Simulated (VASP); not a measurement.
The system is HfN.

```xyz
2
Lattice="3.0029 0.0000 0.0000 -1.5014 2.6006 0.0000 0.0000 0.0000 2.9306" Properties=species:S:1:pos:R:3 pbc="T T T"
Hf    0.0000    0.0000    0.0000
N     1.5014    0.8669    1.4653
```

| Property | Result |
| --- | --- |
| Program | VASP 6.6.1 |
| Task | relaxation of cell and atoms |
| Functional | PBE |
| Potentials or basis | VASP PAW PBE potentials, release 64 (Hf_pv, N) |
| Cutoff | 600 eV |
| k mesh | 8 × 8 × 6 |
| Occupations | gaussian, width 0.05 eV |
| Spin | no spin polarisation |

At the start: pressure 11.3 GPa; volume 11.44 Å³/atom.

**Question.** Where does the relaxation end?

**Answer.** Over 6 steps the energy falls by 35.9 meV/atom and the volume is 11.99 Å³/atom (+4.8 %); space group P-6m2 (No. 187, to 0.1 Å) before and after.

The path:
```csv
step,energy change (eV),largest force (eV/Å),pressure (GPa),volume (Å³)
1,0.0000,0.0000,11.31,22.89
2,0.0178,0.0000,-13.16,25.63
3,-0.0700,0.0000,-1.63,24.13
4,-0.0700,0.0000,-1.42,24.11
5,-0.0692,0.0000,1.85,23.83
6,-0.0718,0.0000,0.06,23.98
```

Final structure:
```cif
data_structure
_symmetry_space_group_name_H-M 'P 1'
_symmetry_Int_Tables_number 1
_cell_length_a 3.0876
_cell_length_b 3.0876
_cell_length_c 2.9044
_cell_angle_alpha 90.000
_cell_angle_beta 90.000
_cell_angle_gamma 120.000
_cell_volume 23.98
loop_
_atom_site_label
_atom_site_type_symbol
_atom_site_fract_x
_atom_site_fract_y
_atom_site_fract_z
_atom_site_occupancy
Hf1 Hf 0.00000 0.00000 0.00000 1
N1 N 0.66667 0.33333 0.50000 1
```
